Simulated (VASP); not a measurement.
# Te2Mo (P6_3/mmc) in VASP: notebook, part 3 of 3

VASP 6.6.1. Earlier steps stand in the parts before.

## Step 5: Single point, r2SCAN+D3(BJ) (25.48 Å³/atom)

This run uses another cell than the first one, of 25.48 Å³/atom.

File POSCAR:

```
Te2Mo
1.0
    3.5376357037      0.0000000000      0.0000000000
   -1.7688178518      3.0636823887      0.0000000000
    0.0000000000      0.0000000000     14.1057510101
Te Mo
4 2
Direct
    0.3333333333      0.6666666667      0.6228877218
    0.6666666667      0.3333333333      0.1228877218
    0.3333333333      0.6666666667      0.8771122782
    0.6666666667      0.3333333333      0.3771122782
    0.3333333333      0.6666666667      0.2500000000
    0.6666666667      0.3333333333      0.7500000000
```

File INCAR.step1:

```
PREC = Accurate ; ENCUT = 520
ISMEAR = 0 ; SIGMA = 0.05
LREAL = F ; LASPH = T
NELM = 60 ; NBANDS = 35
GGA = PE ; ALGO = Normal
EDIFF = 1E-4 ; LWAVE = T
LCHARG = F
```

File INCAR.step2:

```
PREC = Accurate ; ENCUT = 520
EDIFF = 1E-6 ; ISMEAR = 0
SIGMA = 0.05 ; LREAL = F
LASPH = T ; NELM = 60
ALGO = Normal ; ISIF = 2
LWAVE = F ; LCHARG = F
METAGGA = R2SCAN ; LMIXTAU = T
IVDW = 12 ; VDW_S6 = 1.0
VDW_S8 = 0.78981345 ; VDW_A1 = 0.49484001
VDW_A2 = 5.73083694 ; NBANDS = 35
ISTART = 1
```

File KPOINTS:

```
regular mesh
0
Gamma
  10 10 2
```

Potentials or basis: VASP PAW PBE potentials, release 64 (Te, Mo_sv).

The run is started by

```
$ cat potpaw_PBE.64/Te/POTCAR potpaw_PBE.64/Mo_sv/POTCAR > POTCAR
$ cp INCAR.step1 INCAR
$ mpirun -np 1 vasp_std > vasp.out
$ cp INCAR.step2 INCAR
$ mpirun -np 1 vasp_std > vasp.out
```

OUTCAR:

```text
PREC = Accurate
   ENCUT = 520
   EDIFF = 1E-6
   ISMEAR = 0
   LREAL = F
   LASPH = T
   NELM = 60
   ISIF = 2
   METAGGA = R2SCAN
   IVDW = 12
   ISTART = 1
 IVDW          = 12

 ion  position               nearest neighbor table
   1  0.333  0.667  0.623-   6 2.72   6 2.72   6 2.72   3 3.59
   2  0.667  0.333  0.123-   5 2.72   5 2.72   5 2.72   4 3.59
   3  0.333  0.667  0.877-   6 2.72   6 2.72   6 2.72   1 3.59
   4  0.667  0.333  0.377-   5 2.72   5 2.72   5 2.72   2 3.59
   5  0.333  0.667  0.250-   2 2.72   4 2.72   2 2.72   4 2.72   2 2.72   4 2.72
   6  0.667  0.333  0.750-   1 2.72   3 2.72   1 2.72   3 2.72   1 2.72   3 2.72

  LATTYP: Found a hexagonal cell.
 ALAT       =     3.5376357037
 C/A-ratio  =     3.9873384915

  Lattice vectors:

 A1 = (   3.5376357037,   0.0000000000,   0.0000000000)
 A2 = (  -1.7688178518,   3.0636823887,   0.0000000000)
 A3 = (   0.0000000000,   0.0000000000,  14.1057510101)

Analysis of symmetry for initial positions (statically):
=====================================================================
 Subroutine PRICEL returns:
 Original cell was already a primitive cell.

 Routine SETGRP: Setting up the symmetry group for a
 hexagonal supercell.

 Subroutine GETGRP returns: Found 24 space group operations
 (whereof 12 operations were pure point group operations)
 out of a pool of 24 trial point group operations.

The static configuration has the point symmetry D_3d.
 The point group associated with its full space group is D_6h.

Analysis of symmetry for dynamics (positions and initial velocities):
=====================================================================
 Subroutine PRICEL returns:
 Original cell was already a primitive cell.

 Routine SETGRP: Setting up the symmetry group for a
 hexagonal supercell.

 Subroutine GETGRP returns: Found 24 space group operations
 (whereof 12 operations were pure point group operations)
 out of a pool of 24 trial point group operations.

The dynamic configuration has the point symmetry D_3d.
 The point group associated with its full space group is D_6h.

 Subroutine INISYM returns: Found 24 space group operations
 (whereof 12 operations are pure point group operations),
 and found     1 'primitive' translations

----------------------------------------------------------------------------------------

                                     Primitive cell

  volume of cell :     152.8808

  direct lattice vectors                    reciprocal lattice vectors
     3.537635704  0.000000000  0.000000000     0.282674669  0.163202296  0.000000000
    -1.768817852  3.063682389  0.000000000     0.000000000  0.326404592  0.000000000
     0.000000000  0.000000000 14.105751010     0.000000000  0.000000000  0.070893070

  length of vectors
     3.537635704  3.537635704 14.105751010     0.326404592  0.326404592  0.070893070

  position of ions in fractional coordinates (direct lattice)
     0.333333333  0.666666667  0.622887722
     0.666666667  0.333333333  0.122887722
     0.333333333  0.666666667  0.877112278
     0.666666667  0.333333333  0.377112278
     0.333333333  0.666666667  0.250000000
     0.666666667  0.333333333  0.750000000

  ion indices of the primitive-cell ions
   primitive index   ion index
                 1           1
                 2           2
                 3           3
[... 35 lines left out ...]
  0.300000  0.000000  0.000000      6.000000
  0.400000  0.000000  0.000000      6.000000
  0.500000  0.000000  0.000000      3.000000
[... 16 lines left out ...]
  0.300000  0.100000  0.500000     12.000000
  0.400000  0.100000  0.500000     12.000000
 [... further k-points ...]
   k-points           NKPTS =     28   k-points in BZ     NKDIM =     28   number of bands    NBANDS=     35
   number of dos      NEDOS =    301   number of ions     NIONS =      6
   total plane-waves  NPLWV =  84672
   dimension x,y,z NGX =    28 NGY =   28 NGZ =  108
   dimension x,y,z NGXF=    56 NGYF=   56 NGZF=  216
   ions per type =               4   2
   NGX,Y,Z   is equivalent  to a cutoff of  13.16, 13.16, 12.73 a.u.
   NGXF,Y,Z  is equivalent  to a cutoff of  26.32, 26.32, 25.46 a.u.
 SYSTEM =  unknown system
   PREC   = accura    normal or accurate (medium, high low for compatibility)
   ISTART =      1    job   : 0-new  1-cont  2-samecut
   ICHARG =      0    charge: 1-file 2-atom 10-const
   ISPIN  =      1    spin polarized calculation?
   LNONCOLLINEAR =      F non collinear calculations
   LSORBIT =      F    spin-orbit coupling
   LASPH  =      T    aspherical Exc in radial PAW
   ENCUT  =  520.0 eV  38.22 Ry    6.18 a.u.   6.58  6.58 26.23*2*pi/ulx,y,z
   NELM   =     60;   NELMIN=  2; NELMDL=  0     # of ELM steps
   EDIFF  = 0.1E-05   stopping-criterion for ELM
   LREAL  =      F    real-space projection
   EDIFFG = 0.1E-04   stopping-criterion for IOM
   NSW    =      0    number of steps for IOM
   IBRION =     -1    ionic relax: 0-MD 1-quasi-New 2-CG
   NFREE  =      0    steps in history (QN), initial steepest desc. (CG)
   ISIF   =      2    stress and relaxation
   ISYM   =      2    0-nonsym 1-usesym 2-fastsym
   POTIM  = 0.5000    time-step for ionic-motion
   TEBEG  =    0.0;   TEEND  =   0.0 temperature during run
   PSTRESS=    0.0 pullay stress
   NELECT =      52.0000    total number of electrons
   NUPDOWN=      -1.0000    fix difference up-down
   EMIN   =  10.00;   EMAX   =-10.00  energy-range for DOS
   EFERMI =   0.00;   METHOD = LEGACY
   ISMEAR =     0;   SIGMA  =   0.05  broadening in eV -4-tet -1-fermi 0-gaus
   EFERMI_NEDOS =   21; number of points for ismear=-14 and -15
   IALGO  =     38    algorithm
   IMIX   =      4    mixing-type and parameters
     AMIX     =   0.40;   BMIX     =  1.00
     AMIX_MAG =   1.60;   BMIX_MAG =  1.00
  volume/ion in A,a.u.               =      25.48       171.95
  Fermi-wavevector in a.u.,A,eV,Ry     =   1.142768  2.159519 17.768118  1.305920
  Thomas-Fermi vector in A             =   2.279466
   LORBIT       =      0    0 simple, 1 ext, 2 COOP (PROOUT), +10 PAW based schemes
   METAGGA = R2SCAN    functional components
   LHFCALC =     F    Hartree Fock is set to
   AEXX    =    0.0000 exact exchange contribution
   IVDW    =    12    specifies the selected vdW correction
   LEPSILON=     F    determine dielectric tensor
   LRPA    =     F    only Hartree local field effects (RPA)
 non-spin polarized calculation
 Gauss-broadening in eV      SIGMA  =   0.05
  energy-cutoff  :      520.00
  volume of cell :      152.88
 maximum number of plane-waves:      4204
 NGX is ok and might be reduce to    28
   NGX = 13   NGY = 13   NGZ = 53

 number of electron      52.0000002 magnetization

 Free energy of the ion-electron system (eV)
  ---------------------------------------------------
  ext. energy  EPLUGINS =         0.00000000
  ---------------------------------------------------
  free energy    TOTEN  =      -155.62606605 eV

  energy without entropy =     -155.62606605  energy(sigma->0) =     -155.62606605

 E-fermi :   8.1734     XC(G=0): -10.8966

 val. band max:        7.8046605943   @ k =   0.0000   0.0000   0.0000
 cond. band min:       8.6618694328   @ k =   0.2000   0.2000   0.0000
 fundamental gap:      0.8572088385
 Fermi energy:         8.1733568629

 k-point     1 :       0.0000    0.0000    0.0000
  band No.  band energies     occupation
      1     -54.9904      2.00000
      2     -54.9904      2.00000
      3     -28.4240      2.00000
      4     -28.4240      2.00000
      5     -28.3183      2.00000
      6     -28.3183      2.00000
[... 901 lines left out ...]
     34      11.3064      0.00000
     35      12.5799      0.00000

 [... further k-points ...]

------------------------ aborting loop because EDIFF is reached ----------------------------------------

 Edisp (eV)   -1.47873

 E8    (eV) :    -0.5389

  FORCE on cell =-STRESS in cart. coord.  units (eV):
  Direction    XX          YY          ZZ          XY          YZ          ZX
  --------------------------------------------------------------------------------------
  -------------------------------------------------------------------------------------
  Total       0.05632     0.05632     0.17315     0.00000     0.00000    -0.00000
  in kB       0.59026     0.59026     1.81459     0.00000     0.00000    -0.00000
  external pressure =        1.00 kB  Pullay stress =        0.00 kB

 VOLUME and BASIS-vectors are now :
 -----------------------------------------------------------------------------
  energy-cutoff  :      520.00
  volume of cell :      152.88
      direct lattice vectors                 reciprocal lattice vectors
     3.537635704  0.000000000  0.000000000     0.282674669  0.163202296  0.000000000
    -1.768817852  3.063682389  0.000000000     0.000000000  0.326404592  0.000000000
     0.000000000  0.000000000 14.105751010     0.000000000  0.000000000  0.070893070

 POSITION                                       TOTAL-FORCE (eV/Angst)
 -----------------------------------------------------------------------------------
     -0.00000      2.04245      8.78630         0.000000      0.000000     -0.030464
      1.76882      1.02123      1.73342         0.000000     -0.000000     -0.030464
     -0.00000      2.04245     12.37233         0.000000      0.000000      0.030464
      1.76882      1.02123      5.31945         0.000000     -0.000000      0.030464
     -0.00000      2.04245      3.52644         0.000000      0.000000      0.000000
      1.76882      1.02123     10.57931        -0.000000      0.000000      0.000000
 -----------------------------------------------------------------------------------
    total drift:                               -0.000000      0.000000     -0.000000

  FREE ENERGIE OF THE ION-ELECTRON SYSTEM (eV)
  ---------------------------------------------------
  free  energy   TOTEN  =      -157.1047962935 eV

  energy  without entropy=     -157.1047962935  energy(sigma->0) =     -157.10479629
```

Run time: 4 min. Hardware: 1 thread of Intel Xeon 6975P-C (Granite Rapids), shared host; peak memory 0.38 GiB.

What came out:

```yaml
Free_energy: -157.1048 eV
Pressure: 0.1 GPa
Largest_force: 0.030 eV/Å
Band_gap_on_the_k_mesh: 0.86 eV (least direct gap 1.23 eV)
Dispersion_energy_per_atom: -0.246 eV
```

Forces in eV/Å, atoms in the order of the input:
```
Te   0.000  0.000 -0.030
Te   0.000  0.000 -0.030
Te   0.000  0.000  0.030
Te   0.000  0.000  0.030
Mo   0.000  0.000  0.000
Mo   0.000  0.000  0.000
```

Levels at points of the mesh, in eV from the valence-band top:
| k point | band 23 | band 24 | band 25 | band 26 | band 27 | band 28 | band 29 | band 30 |
| --- | --- | --- | --- | --- | --- | --- | --- | --- |
| (0.00, 0.00, 0.00) | -1.16 | -1.00 | -0.47 | 0.00 | 2.98 | 2.98 | 3.09 | 3.09 |
| (0.50, 0.00, 0.00) | -1.03 | -0.98 | -0.75 | -0.50 | 1.30 | 1.36 | 1.57 | 1.85 |
| (0.00, 0.00, 0.50) | -1.18 | -1.18 | -0.11 | -0.11 | 3.01 | 3.01 | 3.01 | 3.01 |
| (0.50, 0.00, 0.50) | -0.99 | -0.99 | -0.62 | -0.62 | 1.33 | 1.33 | 1.72 | 1.72 |

Caveat: the PAW data sets were made with another functional, which shifts forces and pressure a little; spin-orbit coupling is left out, which moves the levels of the heavy elements.

## Step 6: Relaxation of shape and atoms at fixed volume, r2SCAN+D3(BJ) (20.38 Å³/atom)

This run uses another cell than the first one, of 20.38 Å³/atom.

File POSCAR:

```
Te2Mo
1.0
    3.3261504810      0.0000000000      0.0000000000
   -1.6630752405      2.8805308133      0.0000000000
    0.0000000000      0.0000000000     12.7652295872
Te Mo
4 2
Direct
    0.3333333333      0.6666666667      0.6104022972
    0.6666666667      0.3333333333      0.1104022972
    0.3333333333      0.6666666667      0.8895977028
    0.6666666667      0.3333333333      0.3895977028
    0.3333333333      0.6666666667      0.2500000000
    0.6666666667      0.3333333333      0.7500000000
```

File INCAR.step1:

```
SYSTEM = Te2Mo
ALGO = Normal ; EDIFF = 1E-4
ENCUT = 600 ; GGA = PE
ISMEAR = 0 ; LASPH = .TRUE.
LCHARG = .FALSE. ; LREAL = .FALSE.
LWAVE = .TRUE. ; NELM = 60
PREC = Accurate ; SIGMA = 0.05
```

File INCAR.step2:

```
SYSTEM = Te2Mo
ALGO = Normal ; EDIFF = 1E-6
EDIFFG = -0.01 ; ENCUT = 600
IBRION = 2 ; ISIF = 4
ISMEAR = 0 ; ISTART = 1
IVDW = 12 ; LASPH = .TRUE.
LCHARG = .FALSE. ; LMIXTAU = .TRUE.
LREAL = .FALSE. ; LWAVE = .FALSE.
METAGGA = R2SCAN ; NELM = 60
NSW = 60 ; PREC = Accurate
SIGMA = 0.05 ; VDW_A1 = 0.49484001
VDW_A2 = 5.73083694 ; VDW_S6 = 1.0
VDW_S8 = 0.78981345
```

File KPOINTS:

```
k-points
0
G
  10 10 4
  0 0 0
```

Potentials or basis: VASP PAW PBE potentials, release 64 (Te, Mo_sv).

The run is started by

```
$ cat potpaw_PBE.64/Te/POTCAR potpaw_PBE.64/Mo_sv/POTCAR > POTCAR
$ cp INCAR.step1 INCAR
$ mpirun -np 1 vasp_std > vasp.out
$ cp INCAR.step2 INCAR
$ mpirun -np 1 vasp_std > vasp.out
```

Run time: 84 min. Hardware: 1 thread of Oxide Virtual Turin-like, shared host; peak memory 0.39 GiB.

Results (log left out):

```yaml
Free_energy: -155.7808 eV
Energy_gained_by_relaxing: 9.7 meV/atom
Ionic_steps: 5
Pressure_after_relaxing: 18.1 GPa
Largest_force_after_relaxing: 0.007 eV/Å
Band_gap_on_the_k_mesh: zero (bands 26 and 27 overlap by 0.09 eV)
Dispersion_energy_per_atom: -0.311 eV
```

Forces in eV/Å, atoms in the order of the input:
```
Te   0.000  0.000 -0.007
Te   0.000  0.000 -0.007
Te   0.000  0.000  0.007
Te   0.000  0.000  0.007
Mo   0.000  0.000  0.000
Mo   0.000  0.000  0.000
```

Stress tensor (GPa, compression positive):
```
18.06  0.00  0.00
 0.00 18.06  0.00
 0.00  0.00 18.14
```

The path:
```tsv
step	energy change (eV)	largest force (eV/Å)	pressure (GPa)	volume (Å³)
1	0.0000	0.7937	21.21	122.30
2	-0.0457	0.1593	17.64	122.30
3	-0.0516	0.0713	18.53	122.30
4	-0.0570	0.0332	18.29	122.30
5	-0.0581	0.0075	18.09	122.30
```

Final structure:
```xyz
6
Lattice="3.3300 0.0000 0.0000 -1.6650 2.8838 0.0000 0.0000 0.0000 12.7359" Properties=species:S:1:pos:R:3 pbc="T T T"
Te    0.0000    1.9226    7.7355
Te    1.6650    0.9613    1.3675
Te    0.0000    1.9226   11.3683
Te    1.6650    0.9613    5.0004
Mo    0.0000    1.9226    3.1840
Mo    1.6650    0.9613    9.5519
```

Levels at points of the mesh, in eV from the Fermi level:
```tsv
k point	band 22	band 23	band 24	band 25	band 26	band 27	band 28	band 29	band 30	band 31
(0.00, 0.00, 0.00)	-1.60	-1.49	-1.49	-0.20	0.07	2.83	2.83	2.96	2.96	3.29
(0.50, 0.00, 0.00)	-2.84	-1.99	-1.91	-1.42	-0.38	1.16	1.19	1.31	1.91	2.49
(0.00, 0.00, 0.50)	-1.54	-1.54	-1.54	-0.10	-0.10	2.86	2.86	2.86	2.86	3.59
(0.50, 0.00, 0.50)	-3.13	-1.87	-1.87	-0.92	-0.92	1.22	1.22	1.55	1.55	3.16
```

Caveat: the PAW data sets were made with another functional, which shifts forces and pressure a little; spin-orbit coupling is left out, which moves the levels of the heavy elements.

## Step 7: Overview

```csv
task,cell,k mesh,cutoff (eV),gap on the mesh (eV),pressure (GPa),largest force (eV/Å)
single point,"a = 3.430, b = 3.430, c = 13.206 Å, angles 90.0, 90.0, 120.0°, 6 atoms, atomic positions A",10 × 10 × 2,520,0.43,7.9,0.03
single point,"a = 3.473, b = 3.473, c = 13.463 Å, angles 90.0, 90.0, 120.0°, 6 atoms, atomic positions B",10 × 10 × 2,520,0.61,4.4,0.03
single point,"a = 3.509, b = 3.509, c = 13.761 Å, angles 90.0, 90.0, 120.0°, 6 atoms, atomic positions C",10 × 10 × 2,520,0.73,1.9,0.04
single point,"a = 3.538, b = 3.538, c = 14.106 Å, angles 90.0, 90.0, 120.0°, 6 atoms, atomic positions D",10 × 10 × 2,520,0.86,0.1,0.03
relaxation of shape and atoms at fixed volume,"relaxed from a = 3.326, b = 3.326, c = 12.765 Å, angles 90.0, 90.0, 120.0°, 6 atoms, atomic positions E",10 × 10 × 4,600,none,18.1,0.01
```

Alike in all rows: level r2SCAN+D3(BJ); potentials or basis VASP PAW PBE potentials, release 64 (Te, Mo_sv); no spin polarisation; smearing gaussian 0.05 eV.

Caveats: the PAW data sets were made with another functional, which shifts forces and pressure a little; spin-orbit coupling is left out, which moves the levels of the heavy elements; semilocal functionals underestimate gaps, and a narrow one can read as zero (at least some runs); the cell stands under pressure (at least some runs).

Total energies depend on the potentials used, so only differences within one code and one set of settings carry meaning.

## Step 8: Comparison with measurements

Step 5. Measured gap of Te2Mo: 0.88 eV (indirect; 300 K; quoted in “Broadband infrared study of pressure-tunable Fano resonance and metallization transition in 2H-MoTe2”, 2022, pmc:9569381). This calculation gives 0.86 eV (-0.02 eV). Spin-orbit coupling on Mo, Te is left out. The value is that of r2SCAN+D3(BJ) on a finite k mesh, which can miss the band edges, without temperature or zero-point motion.

The gap in the log of VASP goes by the Fermi energy; the results here count the filled bands.